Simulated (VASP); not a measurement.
# Ag3S2 (P-3m1) in VASP: a series of runs

Runs on Ag3S2. Level: PBE. Tasks: single point, relaxation of cell and atoms.

Everything below comes from runs of VASP 6.6.1. Logs are shortened: lines on timing, memory, paths and dates and some standing lists are left out, and cuts for length are marked.

## Step 1: The cell of the first run

Symmetry: P-3m1, No. 164, trigonal system. The conventional cell has a = 4.079 Å, b = 4.079 Å, c = 6.765 Å, α = 90.00°, β = 90.00°, γ = 120.00°. Ag (site symmetry -3m) has 6 S at 2.76 Å and 6 Ag at 3.46 Å within 3.6 Å. Ag (site symmetry 3m) has 4 S at 2.60 to 2.80 Å and 3 Ag at 2.90 Å within 3.4 Å. Within 3.4 Å of S (site symmetry 3m) lie 7 Ag at 2.60 to 2.80 Å.

## Step 2: Single point, PBE

File INCAR:

```
SYSTEM = Ag3S2
  PREC = Accurate
  ENCUT = 520
  EDIFF = 1E-6
  ISMEAR = 0
  SIGMA = 0.1
  LREAL = .False.
  LASPH = .True.
  NELM = 100
  ALGO = Normal
  ISIF = 2
  LWAVE = .False.
  LCHARG = .False.
  GGA = PE
  NBANDS = 30
```

File KPOINTS:

```
Automatic mesh
0
Gamma
  6 6 4
  0 0 0
```

File POSCAR:

```
Ag3S2
1.0
    4.0788335358      0.0000000000      0.0000000000
   -2.0394167679      3.5323734598      0.0000000000
    0.0000000000      0.0000000000      6.7648564741
Ag S
3 2
Direct
    0.0000000000      0.0000000000      0.0000000000
    0.3333333333      0.6666666667      0.6248747073
    0.6666666667      0.3333333333      0.3751252927
    0.3333333333      0.6666666667      0.2117057634
    0.6666666667      0.3333333333      0.7882942366
```

Potentials or basis: VASP PAW PBE potentials, release 64 (Ag, S).

Launch:

```console
> cat potpaw_PBE.64/Ag/POTCAR potpaw_PBE.64/S/POTCAR > POTCAR
> mpirun -np 1 vasp_std > vasp.out
```

OUTCAR:

```text
SYSTEM = Ag3S2
   PREC = Accurate
   ENCUT = 520
   EDIFF = 1E-6
   ISMEAR = 0
   LREAL = .False.
   LASPH = .True.
   NELM = 100
   ISIF = 2
   GGA = PE

 ion  position               nearest neighbor table
   1  0.000  0.000  0.000-   4 2.76   5 2.76   4 2.76   5 2.76   5 2.76   4 2.76   2 3.46   3 3.46
                             2 3.46   3 3.46   2 3.46   3 3.46
   2  0.333  0.667  0.625-   5 2.60   5 2.60   5 2.60   4 2.80   3 2.90   3 2.90   3 2.90   1 3.46
                             1 3.46   1 3.46
   3  0.667  0.333  0.375-   4 2.60   4 2.60   4 2.60   5 2.80   2 2.90   2 2.90   2 2.90   1 3.46
                             1 3.46   1 3.46
   4  0.333  0.667  0.212-   3 2.60   3 2.60   3 2.60   1 2.76   1 2.76   1 2.76   2 2.80
   5  0.667  0.333  0.788-   2 2.60   2 2.60   2 2.60   1 2.76   1 2.76   1 2.76   3 2.80

  LATTYP: Found a hexagonal cell.
 ALAT       =     4.0788335358
 C/A-ratio  =     1.6585272271

  Lattice vectors:

 A1 = (   4.0788335358,   0.0000000000,   0.0000000000)
 A2 = (  -2.0394167679,   3.5323734598,   0.0000000000)
 A3 = (   0.0000000000,   0.0000000000,   6.7648564741)

Analysis of symmetry for initial positions (statically):
=====================================================================
 Subroutine PRICEL returns:
 Original cell was already a primitive cell.

 Routine SETGRP: Setting up the symmetry group for a
 hexagonal supercell.

 Subroutine GETGRP returns: Found 12 space group operations
 (whereof 12 operations were pure point group operations)
 out of a pool of 24 trial point group operations.

The static configuration has the point symmetry D_3d.

Analysis of symmetry for dynamics (positions and initial velocities):
=====================================================================
 Subroutine PRICEL returns:
 Original cell was already a primitive cell.

 Routine SETGRP: Setting up the symmetry group for a
 hexagonal supercell.

 Subroutine GETGRP returns: Found 12 space group operations
 (whereof 12 operations were pure point group operations)
 out of a pool of 24 trial point group operations.

The dynamic configuration has the point symmetry D_3d.

 Subroutine INISYM returns: Found 12 space group operations
 (whereof 12 operations are pure point group operations),
 and found     1 'primitive' translations

----------------------------------------------------------------------------------------

                                     Primitive cell

  volume of cell :      97.4678

  direct lattice vectors                    reciprocal lattice vectors
     4.078833536  0.000000000  0.000000000     0.245168132  0.141547887  0.000000000
    -2.039416768  3.532373460  0.000000000     0.000000000  0.283095774  0.000000000
     0.000000000  0.000000000  6.764856474     0.000000000  0.000000000  0.147822796

  length of vectors
     4.078833536  4.078833536  6.764856474     0.283095774  0.283095774  0.147822796

  position of ions in fractional coordinates (direct lattice)
     0.000000000  0.000000000  0.000000000
     0.333333333  0.666666667  0.624874707
     0.666666667  0.333333333  0.375125293
     0.333333333  0.666666667  0.211705763
     0.666666667  0.333333333  0.788294237

  ion indices of the primitive-cell ions
   primitive index   ion index
                 1           1
                 2           2
                 3           3
                 4           4
                 5           5

----------------------------------------------------------------------------------------

 KPOINTS: Automatic mesh

Automatic generation of k-mesh.
 Grid dimensions read from file:
 generate k-points for:    6    6    4

 Generating k-lattice:

  Cartesian coordinates                     Fractional coordinates (reciprocal lattice)
     0.040861355  0.023591315  0.000000000     0.166666667  0.000000000  0.000000000
     0.000000000  0.047182629  0.000000000     0.000000000  0.166666667  0.000000000
     0.000000000  0.000000000  0.036955699     0.000000000  0.000000000  0.250000000

  Length of vectors
     0.047182629  0.047182629  0.036955699

  Shift w.r.t. Gamma in fractional coordinates (k-lattice)
     0.000000000  0.000000000  0.000000000

 Subroutine IBZKPT returns following result:
 ===========================================

 Found     24 irreducible k-points:

 Following reciprocal coordinates:
            Coordinates               Weight
  0.000000  0.000000  0.000000      1.000000
  0.166667  0.000000  0.000000      6.000000
  0.333333  0.000000  0.000000      6.000000
  0.500000  0.000000  0.000000      3.000000
  0.166667  0.166667  0.000000      6.000000
  0.333333  0.166667  0.000000     12.000000
[... 16 lines left out ...]
  0.333333  0.166667  0.500000     12.000000
  0.333333  0.333333  0.500000      2.000000
   k-points           NKPTS =     24   k-points in BZ     NKDIM =     24   number of bands    NBANDS=     30
   number of dos      NEDOS =    301   number of ions     NIONS =      5
   total plane-waves  NPLWV =  45000
   dimension x,y,z NGX =    30 NGY =   30 NGZ =   50
   dimension x,y,z NGXF=    60 NGYF=   60 NGZF=  100
   ions per type =               3   2
   NGX,Y,Z   is equivalent  to a cutoff of  12.23, 12.23, 12.29 a.u.
   NGXF,Y,Z  is equivalent  to a cutoff of  24.45, 24.45, 24.57 a.u.
 SYSTEM =  Ag3S2
   PREC   = accura    normal or accurate (medium, high low for compatibility)
   ISTART =      0    job   : 0-new  1-cont  2-samecut
   ICHARG =      2    charge: 1-file 2-atom 10-const
   ISPIN  =      1    spin polarized calculation?
   LNONCOLLINEAR =      F non collinear calculations
   LSORBIT =      F    spin-orbit coupling
   LASPH  =      T    aspherical Exc in radial PAW
   ENCUT  =  520.0 eV  38.22 Ry    6.18 a.u.   7.58  7.58 12.58*2*pi/ulx,y,z
   NELM   =    100;   NELMIN=  2; NELMDL= -5     # of ELM steps
   EDIFF  = 0.1E-05   stopping-criterion for ELM
   LREAL  =      F    real-space projection
   EDIFFG = 0.1E-04   stopping-criterion for IOM
   NSW    =      0    number of steps for IOM
   IBRION =     -1    ionic relax: 0-MD 1-quasi-New 2-CG
   NFREE  =      0    steps in history (QN), initial steepest desc. (CG)
   ISIF   =      2    stress and relaxation
   ISYM   =      2    0-nonsym 1-usesym 2-fastsym
   POTIM  = 0.5000    time-step for ionic-motion
   TEBEG  =    0.0;   TEEND  =   0.0 temperature during run
   PSTRESS=    0.0 pullay stress
   NELECT =      45.0000    total number of electrons
   NUPDOWN=      -1.0000    fix difference up-down
   EMIN   =  10.00;   EMAX   =-10.00  energy-range for DOS
   EFERMI =   0.00;   METHOD = LEGACY
   ISMEAR =     0;   SIGMA  =   0.10  broadening in eV -4-tet -1-fermi 0-gaus
   EFERMI_NEDOS =   21; number of points for ismear=-14 and -15
   IALGO  =     38    algorithm
   IMIX   =      4    mixing-type and parameters
     AMIX     =   0.40;   BMIX     =  1.00
     AMIX_MAG =   1.60;   BMIX_MAG =  1.00
  volume/ion in A,a.u.               =      19.49       131.55
  Fermi-wavevector in a.u.,A,eV,Ry     =   1.265295  2.391062 21.782554  1.600973
  Thomas-Fermi vector in A             =   2.398556
   LORBIT       =      0    0 simple, 1 ext, 2 COOP (PROOUT), +10 PAW based schemes
   GGA     = PE    functional components
   LHFCALC =     F    Hartree Fock is set to
   AEXX    =    0.0000 exact exchange contribution
   IVDW    =     0    specifies the selected vdW correction
   LEPSILON=     F    determine dielectric tensor
   LRPA    =     F    only Hartree local field effects (RPA)
 non-spin polarized calculation
 Gauss-broadening in eV      SIGMA  =   0.10
  energy-cutoff  :      520.00
  volume of cell :       97.47
 maximum number of plane-waves:      2654
   NGX = 15   NGY = 15   NGZ = 25

 number of electron      45.0000012 magnetization

 Free energy of the ion-electron system (eV)
  ---------------------------------------------------
  ext. energy  EPLUGINS =         0.00000000
  ---------------------------------------------------
  free energy    TOTEN  =       -16.09234832 eV

  energy without entropy =      -16.07871998  energy(sigma->0) =      -16.08553415

 E-fermi :   5.4708     XC(G=0): -10.6985

 val. band max:        5.4639835895   @ k =   0.1667   0.0000   0.0000
 cond. band min:       5.5115204137   @ k =   0.0000   0.3333   0.2500
 fundamental gap:      0.0475368243
 Fermi energy:         5.4708441081

 k-point     1 :       0.0000    0.0000    0.0000
  band No.  band energies     occupation
      1      -7.4104      2.00000
      2      -6.6784      2.00000
      3       0.1383      2.00000
      4       0.7467      2.00000
      5       0.7467      2.00000
      6       0.7605      2.00000
[... 22 lines left out ...]
     29      13.3650      0.00000
     30      13.3650      0.00000

 k-point     2 :       0.1667    0.0000    0.0000
  band No.  band energies     occupation
      1      -7.2770      2.00000
      2      -6.6517      2.00000
      3       0.3705      2.00000
      4       0.5358      2.00000
      5       0.6610      2.00000
      6       0.8492      2.00000
[... 22 lines left out ...]
     29      12.9885      0.00000
     30      13.0633      0.00000

 k-point     3 :       0.3333    0.0000    0.0000
  band No.  band energies     occupation
      1      -6.9705      2.00000
      2      -6.6176      2.00000
      3       0.3634      2.00000
      4       0.5887      2.00000
      5       0.7112      2.00000
      6       0.9450      2.00000
[... 22 lines left out ...]
     29      12.7194      0.00000
     30      13.6349      0.00000

 k-point     4 :       0.5000    0.0000    0.0000
  band No.  band energies     occupation
      1      -6.7511      2.00000
      2      -6.6546      2.00000
      3       0.2584      2.00000
      4       0.6219      2.00000
      5       0.7607      2.00000
      6       0.9087      2.00000
[... 616 lines left out ...]
     29      12.5146      0.00000
     30      13.2338      0.00000

 k-point    23 :       0.3333    0.1667    0.5000
  band No.  band energies     occupation
      1      -6.7250      2.00000
      2      -6.6680      2.00000
      3       0.0495      2.00000
      4       0.5772      2.00000
      5       0.8955      2.00000
      6       0.9785      2.00000
[... 22 lines left out ...]
     29      12.6392      0.00000
     30      13.5791      0.00000

 k-point    24 :       0.3333    0.3333    0.5000
  band No.  band energies     occupation
      1      -6.6491      2.00000
      2      -6.6491      2.00000
      3       0.4309      2.00000
      4       0.5596      2.00000
      5       0.5596      2.00000
      6       1.0935      2.00000
[... 22 lines left out ...]
     29      12.5809      0.00000
     30      13.6600      0.00000

------------------------ aborting loop because EDIFF is reached ----------------------------------------

  FORCE on cell =-STRESS in cart. coord.  units (eV):
  Direction    XX          YY          ZZ          XY          YZ          ZX
  --------------------------------------------------------------------------------------
  -------------------------------------------------------------------------------------
  Total       -0.0986978     -0.0986978     -0.1933501     -0.0000000      0.0000000      0.0000000
  in kB       -1.6223967     -1.6223967     -3.1782927     -0.0000000      0.0000000      0.0000000
  external PRESSURE =      -2.1410287 kB  Pullay stress =       0.0000000 kB

 VOLUME and BASIS-vectors are now :
 -----------------------------------------------------------------------------
  energy-cutoff  :      520.00
  volume of cell :       97.47
      direct lattice vectors                 reciprocal lattice vectors
     4.078833536  0.000000000  0.000000000     0.245168132  0.141547887  0.000000000
    -2.039416768  3.532373460  0.000000000     0.000000000  0.283095774  0.000000000
     0.000000000  0.000000000  6.764856474     0.000000000  0.000000000  0.147822796

 POSITION                                       TOTAL-FORCE (eV/Angst)
 -----------------------------------------------------------------------------------
      0.00000      0.00000      0.00000        -0.000000      0.000000      0.000000
     -0.00000      2.35492      4.22719        -0.000000      0.000000     -0.019113
      2.03942      1.17746      2.53767         0.000000     -0.000000      0.019113
     -0.00000      2.35492      1.43216         0.000000     -0.000000      0.028404
      2.03942      1.17746      5.33270        -0.000000      0.000000     -0.028404
 -----------------------------------------------------------------------------------
    total drift:                                0.000000     -0.000000     -0.000000

  FREE ENERGIE OF THE ION-ELECTRON SYSTEM (eV)
  ---------------------------------------------------
  free  energy   TOTEN  =       -16.0923483152 eV

  energy  without entropy=      -16.0787199760  energy(sigma->0) =      -16.08553415
```

Run time: 66 s. Hardware: 1 thread of Intel Xeon Platinum 8259CL at 2.50GHz (Skylake/Cascade Lake), shared host; peak memory 0.23 GiB.

What came out:

| Quantity | Value |
| --- | --- |
| Free energy | -16.0923 eV |
| Pressure | -0.2 GPa |
| Largest force | 0.028 eV/Å |

Forces on the atoms (eV/Å):
```
Ag   0.000  0.000  0.000
Ag   0.000  0.000 -0.019
Ag   0.000  0.000  0.019
S    0.000  0.000  0.028
S    0.000  0.000 -0.028
```

## Step 3: Relaxation of cell and atoms, PBE

This run uses another cell than the first one, of 19.70 Å³/atom, 1.011 times its volume.

File INCAR:

```
ALGO = Normal ; EDIFF = 1E-6
EDIFFG = -0.04 ; ENCUT = 600
GGA = PE ; IBRION = 2
ISIF = 3 ; ISMEAR = 0
LASPH = T ; LCHARG = F
LREAL = F ; LWAVE = F
NELM = 60 ; NSW = 90
PREC = Accurate ; SIGMA = 0.1
```

File KPOINTS:

```
k-points
0
Gamma
  6 6 4
```

File POSCAR:

```
Ag3S2
1.0
    4.1813073397      0.0000000000      0.0000000000
   -2.0906536698      3.6211183772      0.0000000000
    0.0000000000      0.0000000000      6.5054350234
Ag S
3 2
Direct
    0.0000000000      0.0000000000      0.0000000000
    0.3333333333      0.6666666667      0.6450000000
    0.6666666667      0.3333333333      0.3550000000
    0.3333333333      0.6666666667      0.2450000000
    0.6666666667      0.3333333333      0.7550000000
```

Potentials or basis: VASP PAW PBE potentials, release 64 (Ag, S).

Launch:

```console
> cat potpaw_PBE.64/Ag/POTCAR potpaw_PBE.64/S/POTCAR > POTCAR
> mpirun -np 1 vasp_std > vasp.out
```

Run time: 12 min. Hardware: 1 thread of Intel Xeon Platinum 8259CL at 2.50GHz (Skylake/Cascade Lake), shared host; peak memory 0.3 GiB.

The run converged. Its results:

```yaml
Free_energy: -16.0920 eV
Relaxed_volume: 19.51 Å³/atom
Relaxed_cell: a = 4.090 Å, b = 4.090 Å, c = 6.734 Å, α = 90.00°, β = 90.00°, γ = 120.00°
Space_group_after_relaxing_to_0.05_Å: P-3m1 (No. 164)
Energy_gained_by_relaxing: 31.5 meV/atom
Ionic_steps: 17
Pressure_after_relaxing: -0.2 GPa
Largest_force_after_relaxing: 0.038 eV/Å
```

Forces in eV/Å, atoms in the order of the input:
```
Ag   0.000  0.000  0.000
Ag   0.000  0.000  0.038
Ag   0.000  0.000 -0.038
S    0.000  0.000 -0.005
S    0.000  0.000  0.005
```

The path:
| step | energy change (eV) | largest force (eV/Å) | pressure (GPa) | volume (Å³) |
| --- | --- | --- | --- | --- |
| 1 | 0.0000 | 0.7218 | 1.80 | 98.50 |
| 2 | -0.0463 | 0.4003 | -0.97 | 101.69 |
| 3 | -0.0469 | 0.3686 | -1.23 | 102.05 |
| 4 | -0.0752 | 0.3000 | -0.89 | 100.87 |
| 5 | -0.1177 | 0.1961 | 0.45 | 97.39 |
| 6 | -0.1180 | 0.2124 | 0.64 | 97.00 |
| 7 | -0.1256 | 0.1981 | -0.41 | 97.95 |
| 8 | -0.1256 | 0.1970 | -0.41 | 97.96 |
| 9 | -0.1350 | 0.1622 | -0.14 | 97.33 |
| 10 | -0.1416 | 0.1244 | 0.37 | 96.38 |
| 11 | -0.1493 | 0.1086 | -0.23 | 97.29 |
| 12 | -0.1502 | 0.1016 | -0.55 | 97.77 |
| 13 | -0.1547 | 0.0760 | 0.02 | 97.10 |
| 14 | -0.1548 | 0.0839 | 0.15 | 97.00 |
| 15 | -0.1567 | 0.0656 | 0.00 | 97.22 |
| 16 | -0.1577 | 0.0413 | -0.17 | 97.51 |
| 17 | -0.1577 | 0.0380 | -0.22 | 97.56 |

Final structure:
```
CELL_PARAMETERS angstrom
4.09003 0.00000 0.00000
-2.04502 3.54207 0.00000
0.00000 0.00000 6.73399
ATOMIC_POSITIONS crystal
Ag 0.00000 0.00000 0.00000
Ag 0.33333 0.66667 0.62287
Ag 0.66667 0.33333 0.37713
S 0.33333 0.66667 0.21294
S 0.66667 0.33333 0.78706
```

Levels at points of the mesh, in eV from the Fermi level:
```
           k point  band 18  band 19  band 20  band 21  band 22  band 23  band 24  band 25  band 26  band 27
(0.00, 0.00, 0.00)    -2.70    -0.19    -0.12    -0.12     0.32     0.49     0.49     3.11     5.48     6.78
(0.50, 0.00, 0.00)    -2.36    -2.28    -1.86    -1.83    -0.61     0.56     2.99     3.00     4.88     6.27
(0.00, 0.00, 0.50)    -2.46    -0.98    -0.20    -0.20     0.70     0.70     2.43     2.70     4.23     5.93
(0.50, 0.00, 0.50)    -2.61    -2.06    -0.87    -0.74    -0.73    -0.45     2.15     3.41     4.98     5.85
```
